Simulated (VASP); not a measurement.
# Al5Ga3As8 (P1) in VASP: single point with PBEsol

Aim: the single point of Al5Ga3As8 with PBEsol.

All numbers are computed with VASP 6.6.1; they aren't measurements. Logs are shortened: lines on timing, memory, paths and dates and some standing lists are left out, and cuts for length are marked.

### Step 1. The cell of the first run

The typed cell holds 64 atoms: a = 11.339 Å, b = 11.339 Å, c = 11.339 Å, α = 90.00°, β = 90.00°, γ = 90.00°.

### Step 2. Single point, PBEsol

Contents of INCAR:

```
SYSTEM = Al5Ga3As8
ALGO = Normal ; EDIFF = 1E-6
ENCUT = 520 ; GGA = PS
ISIF = 2 ; ISMEAR = -1
ISYM = 0 ; LASPH = .TRUE.
LCHARG = .FALSE. ; LREAL = Auto
LWAVE = .FALSE. ; NBANDS = 226
NELM = 80 ; PREC = Accurate
SIGMA = 0.05
```

Contents of KPOINTS:

```
Automatic mesh
0
Gamma
  1 1 1
  0.25 0.25 0.25
```

Contents of POSCAR:

```
Al5Ga3As8
1.0
   11.3391422851      0.0000000000      0.0000000000
    0.0000000000     11.3391422851      0.0000000000
    0.0000000000      0.0000000000     11.3391422851
Al Ga As
20 12 32
Direct
    0.9996960000      0.9995130000      0.9996750000
    0.0000930000      0.0002500000      0.4995580000
    0.9998300000      0.4999520000      0.4994670000
    0.5002240000      0.9994110000      0.4998440000
    0.4998590000      0.4998250000      0.9992650000
    0.5000200000      0.4996990000      0.4998710000
    0.2500680000      0.2499360000      0.5002020000
    0.2501180000      0.7499330000      0.5002030000
    0.2496960000      0.9992440000      0.7504820000
    0.2494760000      0.4999540000      0.7500960000
    0.7497290000      0.9997760000      0.2496340000
    0.7492790000      0.9999450000      0.7497220000
    0.7496590000      0.4999580000      0.2499430000
    0.7492870000      0.4995550000      0.7500330000
    0.9996550000      0.2495380000      0.7502350000
    0.0001320000      0.7496030000      0.2500060000
    0.9996900000      0.7489410000      0.7505120000
    0.4998100000      0.2494510000      0.2498780000
    0.4998600000      0.2491320000      0.7501830000
    0.5001830000      0.7492840000      0.2497730000
    0.0006470000      0.4996380000      0.0001640000
    0.4998820000      0.0000960000      0.9998820000
    0.2501680000      0.2501490000      0.0010850000
    0.2507330000      0.7503940000      0.0004730000
    0.7505990000      0.2503400000      0.0005080000
    0.7508710000      0.2501000000      0.5001420000
    0.7501660000      0.7499530000      0.0001310000
    0.7505160000      0.7506900000      0.5007060000
    0.2500550000      0.0005380000      0.2499620000
    0.2498500000      0.5001250000      0.2498430000
    0.0006830000      0.2500620000      0.2498410000
    0.5002840000      0.7497980000      0.7506110000
    0.1247010000      0.1245630000      0.1247900000
    0.1250420000      0.1248670000      0.6252300000
    0.1253580000      0.6249180000      0.1247740000
    0.1248070000      0.6247990000      0.6249290000
    0.6251170000      0.1250660000      0.1246480000
    0.6249040000      0.1250180000      0.6244310000
    0.6249410000      0.6246540000      0.1244730000
    0.6249730000      0.6252130000      0.6247700000
    0.3751590000      0.3755230000      0.1255220000
    0.3752500000      0.3751630000      0.6255800000
    0.3752960000      0.8755710000      0.1254710000
    0.3754350000      0.8748540000      0.6255580000
    0.8757230000      0.3752210000      0.1254420000
    0.8754350000      0.3754260000      0.6253690000
    0.8753760000      0.8749770000      0.1253400000
    0.8757670000      0.8754300000      0.6257340000
    0.3751870000      0.1248560000      0.3753330000
    0.3744120000      0.1245650000      0.8752370000
    0.3750840000      0.6249590000      0.3752050000
    0.3746970000      0.6249470000      0.8748060000
    0.8749950000      0.1251580000      0.3744030000
    0.8744120000      0.1247950000      0.8751230000
    0.8745720000      0.6250140000      0.3751100000
    0.8745710000      0.6240720000      0.8754120000
    0.1252370000      0.3751160000      0.3747680000
    0.1249610000      0.3743430000      0.8751850000
    0.1253200000      0.8750670000      0.3747180000
    0.1248500000      0.8741780000      0.8752830000
    0.6252180000      0.3744560000      0.3750560000
    0.6248240000      0.3742460000      0.8750260000
    0.6251690000      0.8745350000      0.3749030000
    0.6247490000      0.8747470000      0.8752500000
```

Potentials or basis: VASP PAW PBE potentials, release 64 (Al, Ga_d, As).

Started as:

```bash
cat potpaw_PBE.64/Al/POTCAR potpaw_PBE.64/Ga_d/POTCAR potpaw_PBE.64/As/POTCAR > POTCAR
mpirun -np 1 vasp_std > vasp.out
```

OUTCAR:

```text
SYSTEM = Al5Ga3As8
   EDIFF = 1E-6
   ENCUT = 520
   GGA = PS
   ISIF = 2
   ISMEAR = -1
   ISYM = 0
   LASPH = .TRUE.
   LREAL = Auto
   NELM = 80
   PREC = Accurate

 ion  position               nearest neighbor table
   1  1.000  1.000  1.000-  47 2.45  60 2.45  54 2.46  33 2.46
   2  0.000  0.000  0.500-  53 2.46  34 2.46  59 2.46  48 2.46
   3  1.000  0.500  0.499-  55 2.45  46 2.45  57 2.45  36 2.46
   4  0.500  0.999  0.500-  63 2.45  38 2.45  49 2.45  44 2.46
   5  0.500  0.500  0.999-  52 2.45  62 2.45  39 2.46  41 2.46
   6  0.500  0.500  0.500-  51 2.45  42 2.46  61 2.46  40 2.46
[... 56 lines left out ...]
  63  0.625  0.875  0.375-   4 2.45  28 2.46  11 2.46  20 2.46
  64  0.625  0.875  0.875-  32 2.45  22 2.45  27 2.46  12 2.46

IMPORTANT INFORMATION: All symmetrisations will be switched off!
NOSYMM: (Re-)initialisation of all symmetry stuff for point group C_1.

----------------------------------------------------------------------------------------

                                     Primitive cell

  volume of cell :    1457.9432

  direct lattice vectors                    reciprocal lattice vectors
    11.339142285  0.000000000  0.000000000     0.088190092  0.000000000  0.000000000
     0.000000000 11.339142285  0.000000000     0.000000000  0.088190092  0.000000000
     0.000000000  0.000000000 11.339142285     0.000000000  0.000000000  0.088190092

  length of vectors
    11.339142285 11.339142285 11.339142285     0.088190092  0.088190092  0.088190092

  position of ions in fractional coordinates (direct lattice)
     0.999696000  0.999513000  0.999675000
     0.000093000  0.000250000  0.499558000
     0.999830000  0.499952000  0.499467000
     0.500224000  0.999411000  0.499844000
     0.499859000  0.499825000  0.999265000
     0.500020000  0.499699000  0.499871000
[... 56 lines left out ...]
     0.625169000  0.874535000  0.374903000
     0.624749000  0.874747000  0.875250000

  ion indices of the primitive-cell ions
   primitive index   ion index
                 1           1
                 2           2
                 3           3
                 4           4
                 5           5
                 6           6
[... 56 lines left out ...]
                63          63
                64          64

----------------------------------------------------------------------------------------

 KPOINTS: Automatic mesh

Automatic generation of k-mesh.
 Grid dimensions read from file:
[... 47 lines left out ...]
   NSW    =      0    number of steps for IOM
   IBRION =     -1    ionic relax: 0-MD 1-quasi-New 2-CG
   NFREE  =      0    steps in history (QN), initial steepest desc. (CG)
   ISIF   =      2    stress and relaxation
   ISYM   =      0    0-nonsym 1-usesym 2-fastsym
   POTIM  = 0.5000    time-step for ionic-motion
   TEBEG  =    0.0;   TEEND  =   0.0 temperature during run
   PSTRESS=    0.0 pullay stress
   NELECT =     376.0000    total number of electrons
   NUPDOWN=      -1.0000    fix difference up-down
   EMIN   =  10.00;   EMAX   =-10.00  energy-range for DOS
   EFERMI =   0.00;   METHOD = LEGACY
   ISMEAR =    -1;   SIGMA  =   0.05  broadening in eV -4-tet -1-fermi 0-gaus
   EFERMI_NEDOS =   21; number of points for ismear=-14 and -15
   IALGO  =     38    algorithm
   IMIX   =      4    mixing-type and parameters
     AMIX     =   0.40;   BMIX     =  1.00
     AMIX_MAG =   1.60;   BMIX_MAG =  1.00
  volume/ion in A,a.u.               =      22.78       153.73
  Fermi-wavevector in a.u.,A,eV,Ry     =   1.042055  1.969198 14.774271  1.085878
  Thomas-Fermi vector in A             =   2.176703
   LORBIT       =      0    0 simple, 1 ext, 2 COOP (PROOUT), +10 PAW based schemes
   GGA     = PS    functional components
   LHFCALC =     F    Hartree Fock is set to
   AEXX    =    0.0000 exact exchange contribution
   IVDW    =     0    specifies the selected vdW correction
   LEPSILON=     F    determine dielectric tensor
   LRPA    =     F    only Hartree local field effects (RPA)
 non-spin polarized calculation
  energy-cutoff  :      520.00
  volume of cell :     1457.94
 maximum number of plane-waves:     39249
   NGX = 43   NGY = 43   NGZ = 43

 number of electron     376.0000255 magnetization

 Free energy of the ion-electron system (eV)
  ---------------------------------------------------
  ext. energy  EPLUGINS =         0.00000000
  ---------------------------------------------------
  free energy    TOTEN  =      -310.17433331 eV

  energy without entropy =     -310.17433320  energy(sigma->0) =     -310.17433326

 E-fermi :   4.4684     XC(G=0):  -9.3872

 val. band max:        3.5644663645   @ k =   0.2500  -0.2500   0.2500
 cond. band min:       5.3665286566   @ k =  -0.2500   0.2500   0.2500
 fundamental gap:      1.8020622921
 Fermi energy:         4.4684170771

 k-point     1 :       0.2500    0.2500    0.2500
  band No.  band energies     occupation
      1     -10.8275      2.00000
      2     -10.8238      2.00000
      3     -10.8206      2.00000
      4     -10.8173      2.00000
      5     -10.8120      2.00000
      6     -10.8035      2.00000
[... 801 lines left out ...]
    199       6.2525      0.00000
    200       6.2719      0.00000
 [bands above 200 left out]

------------------------ aborting loop because EDIFF is reached ----------------------------------------

  FORCE on cell =-STRESS in cart. coord.  units (eV):
  Direction    XX          YY          ZZ          XY          YZ          ZX
  --------------------------------------------------------------------------------------
  -------------------------------------------------------------------------------------
  Total        2.3884733      2.3678216      2.3258781     -0.1034414     -0.0996478     -0.1338136
  in kB        2.6247646      2.6020698      2.5559768     -0.1136749     -0.1095059     -0.1470518
  external PRESSURE =       2.5942704 kB  Pullay stress =       0.0000000 kB

 VOLUME and BASIS-vectors are now :
 -----------------------------------------------------------------------------
  energy-cutoff  :      520.00
  volume of cell :     1457.94
      direct lattice vectors                 reciprocal lattice vectors
    11.339142285  0.000000000  0.000000000     0.088190092  0.000000000  0.000000000
     0.000000000 11.339142285  0.000000000     0.000000000  0.088190092  0.000000000
     0.000000000  0.000000000 11.339142285     0.000000000  0.000000000  0.088190092

 POSITION                                       TOTAL-FORCE (eV/Angst)
 -----------------------------------------------------------------------------------
     11.33570     11.33362     11.33546        -0.003541      0.000655     -0.004751
      0.00105      0.00283      5.66456         0.013818      0.009298     -0.006559
     11.33721      5.66903      5.66353        -0.002015      0.012843      0.001623
      5.67211     11.33246      5.66780         0.005899     -0.014347      0.002928
      5.66797      5.66759     11.33081         0.002963      0.010132      0.016918
      5.66980      5.66616      5.66811         0.012997     -0.002665      0.002246
[... 56 lines left out ...]
      7.08888      9.91648      4.25108        -0.004680      0.017595      0.009247
      7.08412      9.91888      9.92458         0.015659      0.006465     -0.002485
 -----------------------------------------------------------------------------------
    total drift:                               -0.056171      0.013138     -0.011786

  FREE ENERGIE OF THE ION-ELECTRON SYSTEM (eV)
  ---------------------------------------------------
  free  energy   TOTEN  =      -310.1743333077 eV

  energy  without entropy=     -310.1743332044  energy(sigma->0) =     -310.17433326
```

Wall time 45 min (1 thread of Intel Xeon Platinum 8259CL at 2.50GHz (Skylake/Cascade Lake), shared host); peak memory 1.6 GiB.

Results:

```
Free energy            : -310.1743 eV
Pressure               : 0.3 GPa
Largest force          : 0.055 eV/Å
Band gap on the k mesh : 1.80 eV
```

Forces in eV/Å, atoms in the order of the input:
```
Al  -0.004  0.001 -0.005
Al   0.014  0.009 -0.007
Al  -0.002  0.013  0.002
Al   0.006 -0.014  0.003
Al   0.003  0.010  0.017
Al   0.013 -0.003  0.002
Al   0.010  0.017 -0.005
Al   0.011  0.020  0.009
Al   0.004 -0.008  0.000
Al   0.004 -0.002  0.014
Al   0.004  0.002  0.005
Al   0.006  0.012  0.012
Al   0.013  0.004  0.017
Al   0.003  0.010  0.012
Al  -0.009 -0.007  0.013
Al  -0.001  0.003  0.013
Al   0.010  0.003  0.014
Al   0.006  0.012  0.004
Al   0.005  0.008  0.010
Al   0.009  0.017  0.004
Ga  -0.006 -0.006 -0.002
Ga  -0.006 -0.004  0.002
Ga  -0.003 -0.005 -0.003
Ga   0.001 -0.013 -0.004
Ga   0.001 -0.001 -0.003
Ga  -0.004  0.004 -0.003
Ga   0.004  0.004  0.002
Ga  -0.007 -0.014 -0.001
Ga  -0.004  0.000 -0.012
Ga   0.001  0.002 -0.002
Ga  -0.003 -0.005 -0.007
Ga  -0.013 -0.009 -0.019
As   0.031  0.031  0.032
As  -0.006 -0.009 -0.005
As  -0.002 -0.004  0.013
As  -0.013 -0.009 -0.012
As  -0.015 -0.010  0.001
As   0.012 -0.005  0.015
As  -0.004  0.006  0.004
As   0.003  0.010  0.028
As  -0.006 -0.026 -0.026
As  -0.016 -0.020 -0.023
As   0.001 -0.012 -0.005
As  -0.004 -0.003 -0.015
As  -0.008 -0.010 -0.011
As  -0.022 -0.039 -0.030
As  -0.035 -0.023 -0.034
As  -0.031 -0.026 -0.025
As  -0.024 -0.020 -0.028
As   0.021  0.019  0.018
As  -0.025 -0.027 -0.038
As   0.018  0.020  0.011
As   0.011  0.002  0.030
As   0.025 -0.003 -0.006
As   0.024  0.008 -0.003
As   0.011  0.013  0.003
As  -0.011 -0.013  0.003
As   0.012  0.033  0.009
As  -0.012 -0.003  0.008
As  -0.005  0.012 -0.004
As  -0.011  0.015  0.000
As   0.004  0.009  0.001
As  -0.005  0.018  0.009
As   0.016  0.006 -0.002
```

Caveat: the PAW data sets were made with another functional, which shifts forces and pressure a little; a shifted mesh leaves out Γ, where band edges can lie. A k mesh can miss the band edges.
